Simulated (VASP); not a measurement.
Here is a VASP 6.6.1 calculation.

INCAR

```
ALGO = Normal ; EDIFF = 1E-7
ENCUT = 520 ; GGA = PE
ISIF = 2 ; ISMEAR = 0
LASPH = T ; LCHARG = F
LREAL = F ; LWAVE = F
NBANDS = 16 ; NELM = 80
PREC = Accurate ; SIGMA = 0.15
```

KPOINTS

```
k-points
0
Gamma
  18 18 18
```

POSCAR

```
InP
1.0
    0.0000000000      2.7885819814      2.8070035481
    2.7148957143      0.0000000000      2.8070035481
    2.7148957143      2.7885819814      0.0000000000
In P
1 1
Direct
    0.0000000000      0.0000000000      0.0000000000
    0.5000000000      0.5000000000      0.5000000000
```

Potentials or basis: VASP PAW PBE potentials, release 64 (In_d, P).

Launch:

```console
$ cat potpaw_PBE.64/In_d/POTCAR potpaw_PBE.64/P/POTCAR > POTCAR
$ mpirun -np 1 vasp_std > vasp.out
```

**Question.** Estimate the band gap on the k mesh.

**Answer.** Zero (bands 9 and 10 overlap by 2.69 eV).

**Question.** Predict the pressure.

**Answer.** 0.1 GPa.

Stress tensor (GPa, compression positive):
```
 2.45  0.00  0.00
 0.00 -0.74  0.00
 0.00  0.00 -1.33
```

Caveat: the cell differs from its parent crystal (strain +e along x and -e along y -0.0133, strain +e along z and -e/2 along x and y +0.0133); spin-orbit coupling is left out, which moves the levels of the heavy elements.
